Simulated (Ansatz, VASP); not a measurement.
## Two plane-wave programs on RbBr

Contents of INCAR:

```
SYSTEM = RbBr
ALGO = Normal ; EDIFF = 1E-7
ENCUT = 520 ; GGA = PE
ISIF = 2 ; ISMEAR = 0
LASPH = .True. ; LCHARG = .True.
LELF = .True. ; LREAL = .False.
LVHAR = .True. ; LWAVE = .False.
NBANDS = 24 ; NELM = 60
PREC = Accurate ; SIGMA = 0.01
```

File KPOINTS:

```
k-points
0
Gamma
  6 6 4
  0 0 0
```

Contents of POSCAR:

```
RbBr
1.0
    4.8044823499      0.0000000000      0.0000000000
   -2.4022411749      4.1608037670      0.0000000000
    0.0000000000      0.0000000000      8.4161328987
Rb Br
2 2
Direct
    0.0000000000      0.0000000000      0.0000000000
    0.0000000000      0.0000000000      0.5000000000
    0.3333333333      0.6666666667      0.2500000000
    0.6666666667      0.3333333333      0.7500000000
```

Input for Ansatz:

```yaml
crystal:
  lattice:
    - [4.8044823499, 0.0, 0.0]
    - [-2.4022411749, 4.160803767, 0.0]
    - [0.0, 0.0, 8.4161328987]
  atoms:
    - { symbol: Rb, position: [0.0, 0.0, 0.0] }
    - { symbol: Rb, position: [0.0, 0.0, 0.5] }
    - { symbol: Br, position: [0.3333333333, 0.6666666667, 0.25] }
    - { symbol: Br, position: [0.6666666667, 0.3333333333, 0.75] }
kpoints:
  mp_grid: { grid: [6, 6, 4] }
hamiltonian:
  xc: pbe
scf:
  occupations: { method: fixed }
  n_extra_bands: 5
output:
  forces: true
  stress: true
  eigenvalues: true
```

Alike in both runs: task single point; functional PBE; k mesh 6 × 6 × 4; no spin polarisation.

```csv
,VASP,Ansatz
version,VASP 6.6.1,Ansatz 0.2.0
potentials or method,"VASP PAW PBE potentials, release 64 (Rb_sv, Br)","plane waves, PAW"
plane-wave cutoff (eV),520,420
occupations,"gaussian, width 0.01 eV",fixed
valence electrons in the cell,32,32
```

```csv
,VASP,Ansatz,Ansatz less VASP
gap on the k mesh at the Fermi level (eV),4.21,4.21,+0.002
pressure (GPa),0.4,0.4,-0.02
"traceless stress, the component that is largest in VASP (GPa)",0.07,0.07,-0.002
```
